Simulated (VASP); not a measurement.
# Au (Cmcm) in VASP: a series of runs, part 2 of 2

VASP 6.6.1. The steps go on from the part before.

## 4. Single point, RPBE

This run uses another cell than the first one, of 17.65 Å³/atom, 0.950 times its volume.

The input, INCAR:

```
ALGO = Normal
EDIFF = 1E-7
ENCUT = 520
GGA = RP
ISIF = 2
ISMEAR = 0
LASPH = T
LCHARG = F
LREAL = F
LWAVE = F
NBANDS = 18
NELM = 60
PREC = Accurate
SIGMA = 0.1
```

The input, KPOINTS:

```
k-points
0
Gamma
  6 6 4
```

The input, POSCAR:

```
Au
1.0
    1.4113099650     -2.5559330250      0.0000000000
    1.4113099650      2.5559330250      0.0000000000
    0.0000000000      0.0000000000      4.8931696100
Au
2
Direct
    0.6653279700      0.3346720300      0.2500000000
    0.3346720300      0.6653279700      0.7500000000
```

The run is started by

```sh
$ cat potpaw_PBE.64/Au/POTCAR > POTCAR
$ mpirun -np 1 vasp_std > vasp.out
```

Wall time 8.4 s (1 thread of Intel Xeon 6975P-C (Granite Rapids), shared host); peak memory 0.15 GiB.

The run converged. Its results:

* Free energy: -5.1388 eV
* Pressure: 7.1 GPa
* Largest force: 0.024 eV/Å
* Band gap on the k mesh: zero (band 11 reaches 13.05 eV, above the bottom of band 12 at 6.45 eV)

Forces on the atoms (eV/Å):
```
Au   0.000  0.024  0.000
Au   0.000 -0.024  0.000
```

Stress tensor (GPa, compression positive):
```
 8.62  0.00  0.00
 0.00 10.70  0.00
 0.00  0.00  2.03
```

Levels at points of the mesh, in eV from the Fermi level:
| k point | band 8 | band 9 | band 10 | band 11 | band 12 | band 13 | band 14 | band 15 |
| --- | --- | --- | --- | --- | --- | --- | --- | --- |
| (0.00, 0.00, 0.00) | -3.75 | -3.61 | -2.47 | -2.41 | -1.26 | 2.15 | 14.30 | 15.27 |
| (0.50, 0.00, 0.00) | -2.27 | -2.07 | -1.92 | 0.26 | 1.50 | 5.55 | 7.01 | 7.05 |
| (0.50, 0.50, 0.00) | -2.20 | -2.15 | -1.98 | -0.01 | 1.03 | 5.17 | 6.56 | 6.67 |
| (0.00, 0.00, 0.50) | -4.42 | -2.93 | -2.93 | -2.80 | -2.80 | 9.96 | 9.96 | 14.63 |
| (0.50, 0.00, 0.50) | -2.65 | -1.97 | -1.97 | 0.45 | 0.45 | 3.80 | 3.80 | 12.85 |
| (0.50, 0.50, 0.50) | -2.63 | -2.05 | -2.05 | 0.09 | 0.09 | 3.25 | 3.25 | 12.43 |

Caveat: the k points lie up to 0.42 Å⁻¹ apart; the PAW data sets were made with another functional, which shifts forces and pressure a little; spin-orbit coupling is left out, which moves the levels of the heavy elements.

## 5. Relaxation of volume and atoms at fixed shape, PBE+U

This run uses another cell than the first one, of 17.65 Å³/atom, 0.950 times its volume.

The input, INCAR:

```
SYSTEM = Au
ALGO     = Normal         ! electronic algorithm
EDIFF    = 1E-7           ! SCF threshold, eV
EDIFFG   = -0.04          ! ionic threshold
ENCUT    = 600            ! plane-wave cutoff, eV
GGA      = PE             ! functional
IBRION   = 2              ! ionic algorithm
ISIF     = 8              ! what is computed and relaxed
ISMEAR   = 1              ! smearing method
LASPH    = .TRUE.         ! aspherical terms in the spheres
LCHARG   = .FALSE.        ! write CHGCAR
LDAU     = .TRUE.         ! DFT+U
LDAUJ    = 1            
LDAUL    = 2              ! shell
LDAUPRINT= 1            
LDAUTYPE = 1            
LDAUU    = 5.7            ! U, eV
LMAXMIX  = 4              ! l up to which the mixer works
LREAL    = .FALSE.        ! projectors in reciprocal space
LWAVE    = .FALSE.        ! write WAVECAR
NELM     = 150            ! most SCF steps
NSW      = 25             ! ionic steps
PREC     = Accurate       ! precision mode
SIGMA    = 0.014          ! smearing width, eV
```

The input, KPOINTS:

```
k-points
0
G
  4 4 2
  0 0 0
```

POSCAR is that of step 4.

The run is started by

```sh
$ cat potpaw_PBE.64/Au/POTCAR > POTCAR
$ mpirun -np 1 vasp_std > vasp.out
```

Run time: 20 s. Hardware: 1 thread of Intel Xeon 6975P-C (Granite Rapids), shared host; peak memory 0.17 GiB.

The run converged. Its results:

```yaml
Free_energy: -1.7173 eV
Relaxed_volume: 17.88 Å³/atom
Relaxed_cell: a = 2.932 Å, b = 2.932 Å, c = 4.914 Å, α = 90.00°, β = 90.00°, γ = 122.19°
Space_group_after_relaxing_to_0.05_Å: Cmcm (No. 63)
Energy_gained_by_relaxing: 5.5 meV/atom
Ionic_steps: 6
Pressure_after_relaxing: 0.1 GPa
Largest_force_after_relaxing: 0.007 eV/Å
Band_gap_on_the_k_mesh: zero (band 11 reaches 9.40 eV, above the bottom of band 12 at 4.70 eV)
```

Forces on the atoms (eV/Å):
```
Au   0.000  0.007  0.000
Au   0.000 -0.007  0.000
```

Stress tensor (GPa, compression positive):
```
 3.24  0.00  0.00
 0.00  2.68  0.00
 0.00  0.00 -5.53
```

The path:
| step | energy change (eV) | largest force (eV/Å) | pressure (GPa) | volume (Å³) |
| --- | --- | --- | --- | --- |
| 1 | 0.0000 | 0.1302 | 1.91 | 35.30 |
| 2 | -0.0011 | 0.1041 | -1.87 | 36.39 |
| 3 | -0.0038 | 0.1155 | -0.21 | 35.88 |
| 4 | -0.0051 | 0.1058 | -0.19 | 35.87 |
| 5 | -0.0082 | 0.0747 | -0.11 | 35.83 |
| 6 | -0.0110 | 0.0075 | 0.13 | 35.76 |

Final structure:
```
Au
1.0
     1.41734   -2.56686    0.00000
     1.41734    2.56686    0.00000
     0.00000    0.00000    4.91409
Au
2
Direct
  0.65369 0.34631 0.25000
  0.34631 0.65369 0.75000
```

Levels at points of the mesh, in eV from the Fermi level:
| k point | band 9 | band 10 | band 11 | band 12 | band 13 | band 14 |
| --- | --- | --- | --- | --- | --- | --- |
| (0.00, 0.00, 0.00) | -4.72 | -3.89 | -3.61 | -1.03 | 1.78 | 14.29 |
| (0.50, 0.00, 0.00) | -3.36 | -3.25 | -0.14 | 1.21 | 5.53 | 6.67 |
| (0.50, 0.50, 0.00) | -3.51 | -3.28 | -0.21 | 0.46 | 5.48 | 6.34 |
| (0.00, 0.00, 0.50) | -4.28 | -4.28 | -4.07 | -4.07 | 9.79 | 9.79 |
| (0.50, 0.00, 0.50) | -3.26 | -3.26 | 0.63 | 0.63 | 3.46 | 3.46 |
| (0.50, 0.50, 0.50) | -3.39 | -3.39 | 0.00 | 0.00 | 3.08 | 3.08 |

Eigenvalues of the final occupation matrices:
```csv
site,spin,trace,eigenvalues
site 1 d,1,4.53,0.90 0.91 0.91 0.91 0.91
site 1 d,2,4.53,0.90 0.91 0.91 0.91 0.91
site 2 d,1,4.53,0.90 0.91 0.91 0.91 0.91
site 2 d,2,4.53,0.90 0.91 0.91 0.91 0.91
```

Caveat: the k points lie up to 0.64 Å⁻¹ apart in the final cell; spin-orbit coupling is left out, which moves the levels of the heavy elements; U without spin polarisation on a metal has little footing; the U is typed as a test and isn't derived for this compound.

## 6. Overview

```tsv
task	level	U	cell	k mesh	cutoff (eV)	smearing	LDAUTYPE	hund's J	gap on the mesh (eV)	pressure (GPa)	largest force (eV/Å)
single point	PBE+U	Au d U = 5.7 eV, J = 1.0 eV	a = 2.970, b = 2.970, c = 4.978 Å, angles 90.0, 90.0, 122.2°, 2 atoms	4 × 4 × 2	520	methfessel-paxton 0.014 eV	1	1	none	-4.3	0.01
single point	PBE	-	a = 2.773, b = 2.773, c = 4.648 Å, angles 90.0, 90.0, 122.2°, 2 atoms	6 × 6 × 4	520	gaussian 0.1 eV	-	-	none	40.1	0.11
single point	RPBE	-	a = 2.920, b = 2.920, c = 4.893 Å, angles 90.0, 90.0, 122.2°, 2 atoms	6 × 6 × 4	520	gaussian 0.1 eV	-	-	none	7.1	0.02
relaxation of volume and atoms at fixed shape	PBE+U	Au d U = 5.7 eV, J = 1.0 eV	relaxed from a = 2.920, b = 2.920, c = 4.893 Å, angles 90.0, 90.0, 122.2°, 2 atoms	4 × 4 × 2	600	methfessel-paxton 0.014 eV	1	1	none	0.1	0.01
```

Alike in all rows: potentials or basis VASP PAW PBE potentials, release 64 (Au); no spin polarisation.

Caveats: all runs use coarse meshes; spin-orbit coupling is left out, which moves the levels of the heavy elements; U without spin polarisation on a metal has little footing (some runs); the U is typed as a test and isn't derived for this compound (some runs); the PAW data sets were made with another functional, which shifts forces and pressure a little (some runs).

Total energies depend on the potentials used, so only differences within one code and one set of settings carry meaning.
